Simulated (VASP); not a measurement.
Input of a VASP 6.6.1 run:

Contents of INCAR:

```
PREC = Accurate ; ENCUT = 520
EDIFF = 1E-6 ; ISMEAR = 0
SIGMA = 0.03 ; LREAL = F
LASPH = T ; NELM = 100
ALGO = Normal ; ISIF = 2
LWAVE = F ; LCHARG = T
GGA = PS ; LELF = T
LVHAR = T ; NBANDS = 26
```

Contents of KPOINTS:

```
regular mesh
0
Gamma
  12 12 6
```

File POSCAR:

```
SiGe
1.0
    3.9103937364      0.0000000000      0.0000000000
   -1.9551968682      3.3865003145      0.0000000000
    0.0000000000      0.0000000000      5.8976558332
Si Ge
2 2
Direct
    0.6666666667      0.3333333333      0.8745463082
    0.3333333333      0.6666666667      0.3745463082
    0.6666666667      0.3333333333      0.5004526918
    0.3333333333      0.6666666667      0.0004526918
```

Potentials or basis: VASP PAW PBE potentials, release 64 (Si, Ge_d).

Run with:

```console
$ cat potpaw_PBE.64/Si/POTCAR potpaw_PBE.64/Ge_d/POTCAR > POTCAR
$ mpirun -np 1 vasp_std > vasp.out
```

Task: Predict the pressure.

Result: 9.6 GPa.

Task: What does it give for the band gap on the k mesh?

Result: Zero (bands 18 and 19 overlap by 0.29 eV).

Task: Estimate the largest force.

Result: 1.585 eV/Å.

Forces in eV/Å, atoms in the order of the input:
```
Si   0.000  0.000  1.585
Si   0.000  0.000  1.585
Ge   0.000  0.000 -1.585
Ge   0.000  0.000 -1.585
```

Caveat: the stress differs along the axes, from 1 to 27 GPa; semilocal functionals underestimate gaps, and a narrow one can read as zero; the PAW data sets were made with another functional, which shifts forces and pressure a little.
